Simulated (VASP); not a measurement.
Here is a VASP 6.6.1 calculation.

The input INCAR:

```
  ALGO = Normal
  EDIFF = 1E-7
  ENCUT = 520
  GGA = PE
  ISIF = 2
  ISMEAR = 0
  LASPH = True
  LCHARG = False
  LREAL = False
  LWAVE = False
  NBANDS = 22
  NELM = 60
  PREC = Accurate
  SIGMA = 0.15
```

Contents of KPOINTS:

```
k-points
0
Gamma
  10 10 10
```

POSCAR

```
InSb3
1.0
    4.6818980783      0.0000000000      0.0000000000
    0.0000000000      4.6818980783      0.0000000000
    0.0000000000      0.0000000000      4.6818980783
In Sb
1 3
Direct
    0.0000000000      0.0000000000      0.0000000000
    0.5000000000      0.0000000000      0.5000000000
    0.0000000000      0.5000000000      0.5000000000
    0.5000000000      0.5000000000      0.0000000000
```

Potentials or basis: VASP PAW PBE potentials, release 64 (In_d, Sb).

The run is started by

```sh
$ cat potpaw_PBE.64/In_d/POTCAR potpaw_PBE.64/Sb/POTCAR > POTCAR
$ mpirun -np 1 vasp_std > vasp.out
```

Problem. What does it give for the band gap on the k mesh?

Solution. Zero (bands 14 and 15 overlap by 5.09 eV).

Problem. Predict the pressure.

Solution. 5.1 GPa.

Caveat: the cell stands under pressure; spin-orbit coupling is left out, which moves the levels of the heavy elements.
